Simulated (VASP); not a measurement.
A run of VASP 6.6.1 is set up as follows.

Contents of INCAR:

```
PREC = Accurate
ENCUT = 520
EDIFF = 1E-6
ISMEAR = 0
SIGMA = 0.2
LREAL = F
LASPH = T
NELM = 100
ALGO = Normal
ISIF = 2
LWAVE = F
LCHARG = F
GGA = PE
NBANDS = 43
```

The input KPOINTS:

```
Automatic mesh
0
Gamma
  6 6 2
```

POSCAR

```
Sr4Ta2O
1.0
    3.6692714108      0.0000000000      0.0000000000
    0.0000000000      3.6692714108      0.0000000000
    0.0000000000      0.0000000000     16.7691924613
Sr Ta O
4 2 1
Direct
    0.5000000000      0.5000000000      0.9714515432
    0.0000000000      0.0000000000      0.2093053970
    0.0000000000      0.0000000000      0.6240020626
    0.5000000000      0.5000000000      0.4116290859
    0.0000000000      0.0000000000      0.8277832471
    0.5000000000      0.5000000000      0.7644819187
    0.0000000000      0.0000000000      0.9463467457
```

Potentials or basis: VASP PAW PBE potentials, release 64 (Sr_sv, Ta_pv, O).

Command:

```console
$ cat potpaw_PBE.64/Sr_sv/POTCAR potpaw_PBE.64/Ta_pv/POTCAR potpaw_PBE.64/O/POTCAR > POTCAR
$ mpirun -np 1 vasp_std > vasp.out
```

(1) Estimate the pressure.

(2) Predict the largest force.

(3) What does it give for the band gap on the k mesh?

Answers

(1) 0.1 GPa.

(2) 0.092 eV/Å.

(3) zero (bands 34 and 35 overlap by 0.35 eV).

Caveat: spin-orbit coupling is left out, which moves the levels of the heavy elements.
